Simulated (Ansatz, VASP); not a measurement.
Bi in VASP and in Ansatz

File INCAR:

```
ALGO = Normal ; DIPOL = 0.5 0.5 0.500
EDIFF = 1E-7 ; ENCUT = 520
IDIPOL = 3 ; ISIF = 2
ISMEAR = 0 ; LASPH = T
LCHARG = F ; LDIPOL = T
LREAL = F ; LWAVE = F
NBANDS = 22 ; NELM = 60
PREC = Accurate ; SIGMA = 0.02
```

The input KPOINTS:

```
k-points
0
Gamma
  9 9 1
```

The input POSCAR:

```
Bi
1.0
    4.2840000000      0.0000000000      0.0000000000
   -2.1420000000      3.7100528298      0.0000000000
    0.0000000000      0.0000000000     28.0000000000
Bi
2
Direct
    0.3333333333      0.6666666667      0.5328214286
    0.6666666667      0.3333333333      0.4671785714
```

Input for Ansatz:

```yaml
crystal:
  lattice:
    - [4.284, 0.0, 0.0]
    - [-2.142, 3.7100528298, 0.0]
    - [0.0, 0.0, 28.0]
  atoms:
    - { symbol: Bi, position: [0.3333333333, 0.6666666667, 0.5328214286] }
    - { symbol: Bi, position: [0.6666666667, 0.3333333333, 0.4671785714] }
  periodic: [true, true, false]
basis:
  ecutwfc: 420
kpoints:
  mp_grid: { grid: [9, 9, 1] }
hamiltonian:
  xc: lda
scf:
  occupations: { method: gaussian, width: 0.02 }
output:
  forces: true
  stress: true
  eigenvalues: true
```

Alike in both runs: task single point; functional LDA; k mesh 9 × 9 × 1; occupations gaussian, width 0.02 eV; no spin polarisation.

|  | VASP | Ansatz |
| --- | --- | --- |
| version | VASP 6.6.1 | Ansatz 0.2.0 |
| potentials or method | VASP PAW LDA potentials, release 64 (Bi_d), cutoff 520 eV | scalar-relativistic, plane waves, PAW |
| valence electrons in the cell | 30 | 30 |

VASP gave:

| Item | Value |
| --- | --- |
| gap on the k mesh at the Fermi level (eV) | 0.48 |
| least direct gap on the mesh (eV) | 0.48 |
| rms of the force components (eV/Å) | 0.633 |

Problem. What did Ansatz give for the same quantities?

Solution. gap on the k mesh at the Fermi level (eV): 0.47; least direct gap on the mesh (eV): 0.47; rms of the force components (eV/Å): 0.655.

LDA's correlation is that of Perdew and Zunger in VASP and of Perdew and Wang (1992) in Ansatz. Atom by atom the forces differ by 0.022 eV/Å (rms over components).

Neither program's run includes spin-orbit coupling.
